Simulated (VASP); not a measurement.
A run of VASP 6.6.1:

Contents of INCAR:

```
PREC     = Accurate       # precision mode
ENCUT    = 520            # plane-wave cutoff, eV
EDIFF    = 1E-7           # SCF threshold, eV
ISMEAR   = 0              # smearing method
SIGMA    = 0.05           # smearing width, eV
LREAL    = False          # projectors in reciprocal space
LASPH    = True           # aspherical terms in the spheres
NELM     = 60             # most SCF steps
ALGO     = Normal         # electronic algorithm
ISIF     = 2              # what is computed and relaxed
LWAVE    = False          # write WAVECAR
LCHARG   = False          # write CHGCAR
GGA      = PE             # functional
NBANDS   = 16             # bands
```

Contents of KPOINTS:

```
Automatic mesh
0
Gamma
  12 12 4
```

File POSCAR:

```
BN
1.0
    2.5039917043      0.0000000000      0.0000000000
   -1.2519958522      2.1685204268      0.0000000000
    0.0000000000      0.0000000000      6.6612000000
B N
2 2
Direct
    0.3333333333      0.6666666667      0.2500000000
    0.6666666667      0.3333333333      0.7500000000
    0.3640916325      0.6820458162      0.7500000000
    0.6666666667      0.3333333333      0.2500000000
```

Potentials or basis: VASP PAW PBE potentials, release 64 (B, N).

Launch:

```console
$ cat potpaw_PBE.64/B/POTCAR potpaw_PBE.64/N/POTCAR > POTCAR
$ mpirun -np 1 vasp_std > vasp.out
```

Hardware: 1 thread of Intel(R) Xeon(R) 6975P-C (Granite Rapids), on a shared host.

Question: Estimate the wall time of this run.

Answer: Wall time 43 s on 1 thread of Intel(R) Xeon(R) 6975P-C (Granite Rapids) (shared host), peak memory 0.18 GiB. Counts: scf iterations 15, k points 129.
